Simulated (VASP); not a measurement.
# In (R-3m) in VASP: single point with PBEsol

Aim: the single point of In with PBEsol.

All numbers are computed with VASP 6.6.1; they aren't measurements. Logs are shortened: lines on timing, memory, paths and dates and some standing lists are left out, and cuts for length are marked.

**1. The cell of the first run**

It takes space group R-3m (No. 166, trigonal). Conventional cell: a = 3.447 Å, b = 3.447 Å, c = 17.122 Å, α = 90.00°, β = 90.00°, γ = 120.00°. Within 4.5 Å of In (site symmetry -3m) lie 6 In at 3.45 Å.

**2. Single point, PBEsol**

The input, INCAR:

```
  PREC = Accurate
  ENCUT = 520
  EDIFF = 1E-7
  ISMEAR = -1
  SIGMA = 0.1
  LREAL = False
  LASPH = True
  NELM = 80
  ALGO = Normal
  ISIF = 2
  LWAVE = False
  LCHARG = False
  GGA = PS
  NBANDS = 12
```

The input, KPOINTS:

```
Automatic mesh
0
Gamma
  8 8 8
```

The input, POSCAR:

```
In
1.0
    1.7236700000      0.9951600000      5.7071900000
   -1.7236700000      0.9951600000      5.7071900000
    0.0000000000     -1.9903200000      5.7071900000
In
1
Direct
    0.5021700000      0.5021700000      0.5021700000
```

Potentials or basis: VASP PAW PBE potentials, release 64 (In_d).

On the command line:

```sh
$ cat potpaw_PBE.64/In_d/POTCAR > POTCAR
$ mpirun -np 1 vasp_std > vasp.out
```

OUTCAR:

```text
PREC = Accurate
   ENCUT = 520
   EDIFF = 1E-7
   ISMEAR = -1
   LREAL = False
   LASPH = True
   NELM = 80
   ISIF = 2
   GGA = PS

 ion  position               nearest neighbor table
   1  0.502  0.502  0.502-

  LATTYP: Found a trigonal (rhomboedric) cell.
 ALAT       =     6.0442865080
 COS(alpha) =     0.8373522137

  Lattice vectors:

 A1 = (   1.7236700000,   0.9951600000,   5.7071900000)
 A2 = (  -1.7236700000,   0.9951600000,   5.7071900000)
 A3 = (   0.0000000000,  -1.9903200000,   5.7071900000)

Analysis of symmetry for initial positions (statically):
=====================================================================
 Subroutine PRICEL returns:
 Original cell was already a primitive cell.

 Routine SETGRP: Setting up the symmetry group for a
 trigonal (rhombohedral) supercell.

 Subroutine GETGRP returns: Found 12 space group operations
 (whereof  6 operations were pure point group operations)
 out of a pool of 12 trial point group operations.

The static configuration has the point symmetry C_3v.
 The point group associated with its full space group is D_3d.

Analysis of symmetry for dynamics (positions and initial velocities):
=====================================================================
 Subroutine PRICEL returns:
 Original cell was already a primitive cell.

 Routine SETGRP: Setting up the symmetry group for a
 trigonal (rhombohedral) supercell.

 Subroutine GETGRP returns: Found 12 space group operations
 (whereof  6 operations were pure point group operations)
 out of a pool of 12 trial point group operations.

The dynamic configuration has the point symmetry C_3v.
 The point group associated with its full space group is D_3d.

 Subroutine INISYM returns: Found 12 space group operations
 (whereof  6 operations are pure point group operations),
 and found     1 'primitive' translations

----------------------------------------------------------------------------------------

                                     Primitive cell

  volume of cell :      58.7382

  direct lattice vectors                    reciprocal lattice vectors
     1.723670000  0.995160000  5.707190000     0.290078727  0.167477257  0.058405859
    -1.723670000  0.995160000  5.707190000    -0.290078727  0.167477257  0.058405859
     0.000000000 -1.990320000  5.707190000     0.000000000 -0.334954513  0.058405859

  length of vectors
     6.044286508  6.044286508  6.044285847     0.340008153  0.340008153  0.340008486

  position of ions in fractional coordinates (direct lattice)
     0.502170000  0.502170000  0.502170000

  ion indices of the primitive-cell ions
   primitive index   ion index
                 1           1

----------------------------------------------------------------------------------------

 KPOINTS: Automatic mesh

Automatic generation of k-mesh.
 Grid dimensions read from file:
 generate k-points for:    8    8    8

 Generating k-lattice:

  Cartesian coordinates                     Fractional coordinates (reciprocal lattice)
     0.036259841  0.020934657  0.007300732     0.125000000  0.000000000 -0.000000000
    -0.036259841  0.020934657  0.007300732     0.000000000  0.125000000 -0.000000000
     0.000000000 -0.041869314  0.007300732    -0.000000000 -0.000000000  0.125000000

  Length of vectors
     0.042501019  0.042501019  0.042501061

  Shift w.r.t. Gamma in fractional coordinates (k-lattice)
     0.000000000  0.000000000  0.000000000

 Subroutine IBZKPT returns following result:
 ===========================================

 Found     65 irreducible k-points:

 Following reciprocal coordinates:
            Coordinates               Weight
  0.000000  0.000000  0.000000      1.000000
  0.125000  0.000000  0.000000      6.000000
  0.250000  0.000000  0.000000      6.000000
  0.375000  0.000000  0.000000      6.000000
  0.500000  0.000000  0.000000      3.000000
  0.125000  0.125000  0.000000      6.000000
[... 16 lines left out ...]
  0.250000  0.125000  0.125000      6.000000
  0.375000  0.125000  0.125000      6.000000
 [... further k-points ...]
   k-points           NKPTS =     65   k-points in BZ     NKDIM =     65   number of bands    NBANDS=     12
   number of dos      NEDOS =    301   number of ions     NIONS =      1
   total plane-waves  NPLWV = 110592
   dimension x,y,z NGX =    48 NGY =   48 NGZ =   48
   dimension x,y,z NGXF=    96 NGYF=   96 NGZF=   96
   ions per type =               1
   NGX,Y,Z   is equivalent  to a cutoff of  13.20, 13.20, 13.20 a.u.
   NGXF,Y,Z  is equivalent  to a cutoff of  26.40, 26.40, 26.40 a.u.
 SYSTEM =  unknown system
   PREC   = accura    normal or accurate (medium, high low for compatibility)
   ISTART =      0    job   : 0-new  1-cont  2-samecut
   ICHARG =      2    charge: 1-file 2-atom 10-const
   ISPIN  =      1    spin polarized calculation?
   LNONCOLLINEAR =      F non collinear calculations
   LSORBIT =      F    spin-orbit coupling
   LASPH  =      T    aspherical Exc in radial PAW
   ENCUT  =  520.0 eV  38.22 Ry    6.18 a.u.  11.24 11.24 11.24*2*pi/ulx,y,z
   NELM   =     80;   NELMIN=  2; NELMDL= -5     # of ELM steps
   EDIFF  = 0.1E-06   stopping-criterion for ELM
   LREAL  =      F    real-space projection
   EDIFFG = 0.1E-05   stopping-criterion for IOM
   NSW    =      0    number of steps for IOM
   IBRION =     -1    ionic relax: 0-MD 1-quasi-New 2-CG
   NFREE  =      0    steps in history (QN), initial steepest desc. (CG)
   ISIF   =      2    stress and relaxation
   ISYM   =      2    0-nonsym 1-usesym 2-fastsym
   POTIM  = 0.5000    time-step for ionic-motion
   TEBEG  =    0.0;   TEEND  =   0.0 temperature during run
   PSTRESS=    0.0 pullay stress
   NELECT =      13.0000    total number of electrons
   NUPDOWN=      -1.0000    fix difference up-down
   EMIN   =  10.00;   EMAX   =-10.00  energy-range for DOS
   EFERMI =   0.00;   METHOD = LEGACY
   ISMEAR =    -1;   SIGMA  =   0.10  broadening in eV -4-tet -1-fermi 0-gaus
   EFERMI_NEDOS =   21; number of points for ismear=-14 and -15
   IALGO  =     38    algorithm
   IMIX   =      4    mixing-type and parameters
     AMIX     =   0.40;   BMIX     =  1.00
     AMIX_MAG =   1.60;   BMIX_MAG =  1.00
  volume/ion in A,a.u.               =      58.74       396.38
  Fermi-wavevector in a.u.,A,eV,Ry     =   0.990260  1.871319 13.342065  0.980614
  Thomas-Fermi vector in A             =   2.121917
   LORBIT       =      0    0 simple, 1 ext, 2 COOP (PROOUT), +10 PAW based schemes
   GGA     = PS    functional components
   LHFCALC =     F    Hartree Fock is set to
   AEXX    =    0.0000 exact exchange contribution
   IVDW    =     0    specifies the selected vdW correction
   LEPSILON=     F    determine dielectric tensor
   LRPA    =     F    only Hartree local field effects (RPA)
 non-spin polarized calculation
  energy-cutoff  :      520.00
  volume of cell :       58.74
 maximum number of plane-waves:      1604
 NGX is ok and might be reduce to    48
   NGX = 23   NGY = 23   NGZ = 23

 number of electron      12.9999999 magnetization

 Free energy of the ion-electron system (eV)
  ---------------------------------------------------
  ext. energy  EPLUGINS =         0.00000000
  ---------------------------------------------------
  free energy    TOTEN  =        -2.32430637 eV

  energy without entropy =       -2.30590664  energy(sigma->0) =       -2.31510650

 E-fermi :   1.2816     XC(G=0):  -6.6385

 val. band max:        1.2811808020   @ k =   0.3750   0.2500   0.1250
 cond. band min:       1.3143071476   @ k =   0.5000   0.2500   0.2500
 fundamental gap:      0.0331263456
 Fermi energy:         1.2816026357

 k-point     1 :       0.0000    0.0000    0.0000
  band No.  band energies     occupation
      1     -13.4099      2.00000
      2     -13.2839      2.00000
      3     -13.2839      2.00000
      4     -13.2184      2.00000
      5     -13.2184      2.00000
      6      -5.7530      2.00000
      7       1.0938      1.73480
      8       4.0482      0.00000
      9      10.2582      0.00000
     10      10.2582      0.00000
     11      13.2620      0.00000
     12      14.4991      0.00000

 k-point     2 :       0.1250    0.0000    0.0000
  band No.  band energies     occupation
      1     -13.3910      2.00000
      2     -13.2888      2.00000
      3     -13.2522      2.00000
      4     -13.2365      2.00000
      5     -13.2224      2.00000
      6      -5.4829      2.00000
      7       1.3480      0.67972
      8       4.3522      0.00000
      9       7.9930      0.00000
     10       9.4196      0.00000
     11      11.9940      0.00000
     12      13.6727      0.00000

 k-point     3 :       0.2500    0.0000    0.0000
  band No.  band energies     occupation
      1     -13.3748      2.00000
      2     -13.2795      2.00000
      3     -13.2729      2.00000
      4     -13.2322      2.00000
      5     -13.1747      2.00000
      6      -4.6642      2.00000
      7       2.0847      0.00065
      8       4.6081      0.00000
      9       5.2597      0.00000
     10       8.1232      0.00000
     11      10.6175      0.00000
     12      11.0517      0.00000
[... 286 lines left out ...]
 k-point    23 :       0.2500    0.1250    0.1250
  band No.  band energies     occupation
      1     -13.3908      2.00000
      2     -13.2888      2.00000
      3     -13.2523      2.00000
      4     -13.2365      2.00000
      5     -13.2225      2.00000
      6      -5.4636      2.00000
      7       1.0132      1.87220
      8       5.0144      0.00000
      9       7.9609      0.00000
     10       9.4288      0.00000
     11      12.0070      0.00000
     12      13.5521      0.00000

 k-point    24 :       0.3750    0.1250    0.1250
  band No.  band energies     occupation
      1     -13.3747      2.00000
      2     -13.2795      2.00000
      3     -13.2728      2.00000
      4     -13.2322      2.00000
      5     -13.1747      2.00000
      6      -4.6392      2.00000
      7       1.6885      0.03363
      8       4.5750      0.00000
      9       6.1070      0.00000
     10       8.1269      0.00000
     11      10.9902      0.00000
     12      11.1557      0.00000

 [... further k-points ...]

------------------------ aborting loop because EDIFF is reached ----------------------------------------

  FORCE on cell =-STRESS in cart. coord.  units (eV):
  Direction    XX          YY          ZZ          XY          YZ          ZX
  --------------------------------------------------------------------------------------
  -------------------------------------------------------------------------------------
  Total       -1.5904632     -1.5904590     -0.3034792      0.0000000      0.0000000      0.0000000
  in kB      -43.3824029    -43.3822862     -8.2778762      0.0000000      0.0000000      0.0000000
  external PRESSURE =     -31.6808551 kB  Pullay stress =       0.0000000 kB

 VOLUME and BASIS-vectors are now :
 -----------------------------------------------------------------------------
  energy-cutoff  :      520.00
  volume of cell :       58.74
      direct lattice vectors                 reciprocal lattice vectors
     1.723670000  0.995160000  5.707190000     0.290078727  0.167477257  0.058405859
    -1.723670000  0.995160000  5.707190000    -0.290078727  0.167477257  0.058405859
     0.000000000 -1.990320000  5.707190000     0.000000000 -0.334954513  0.058405859

 POSITION                                       TOTAL-FORCE (eV/Angst)
 -----------------------------------------------------------------------------------
      0.00000      0.00000      8.59794         0.000000      0.000000     -0.000000
 -----------------------------------------------------------------------------------
    total drift:                                0.000000      0.000000     -0.000037

  FREE ENERGIE OF THE ION-ELECTRON SYSTEM (eV)
  ---------------------------------------------------
  free  energy   TOTEN  =        -2.3243063681 eV

  energy  without entropy=       -2.3059066371  energy(sigma->0) =       -2.31510650
```

Wall time 83 s (1 thread of Intel Xeon Platinum 8259CL at 2.50GHz (Skylake/Cascade Lake), shared host); peak memory 0.31 GiB.

Results:

| Property | Result |
| --- | --- |
| Free energy | -2.3243 eV |
| Pressure | -3.2 GPa |
| Band gap on the k mesh | zero (an odd number of electrons rules out a gap without spin polarisation) |

Levels at points of the mesh, in eV from the Fermi level:
| k point | band 4 | band 5 | band 6 | band 7 | band 8 | band 9 | band 10 | band 11 |
| --- | --- | --- | --- | --- | --- | --- | --- | --- |
| (0.00, 0.00, 0.00) | -14.50 | -14.50 | -7.03 | -0.19 | 2.77 | 8.98 | 8.98 | 11.98 |
| (0.50, 0.00, 0.00) | -14.48 | -14.34 | -3.23 | -1.63 | 2.75 | 5.36 | 5.59 | 7.42 |
| (0.50, 0.50, 0.00) | -14.48 | -14.34 | -3.19 | -1.58 | 2.33 | 4.65 | 5.52 | 8.79 |
| (0.50, 0.50, 0.50) | -14.50 | -14.50 | -6.95 | -1.28 | 6.53 | 7.84 | 8.94 | 8.94 |

Caveat: the cell stands under tension; the PAW data sets were made with another functional, which shifts forces and pressure a little; spin-orbit coupling is left out, which moves the levels of the heavy elements.

The gap in the log of VASP goes by the Fermi energy; the results here count the filled bands.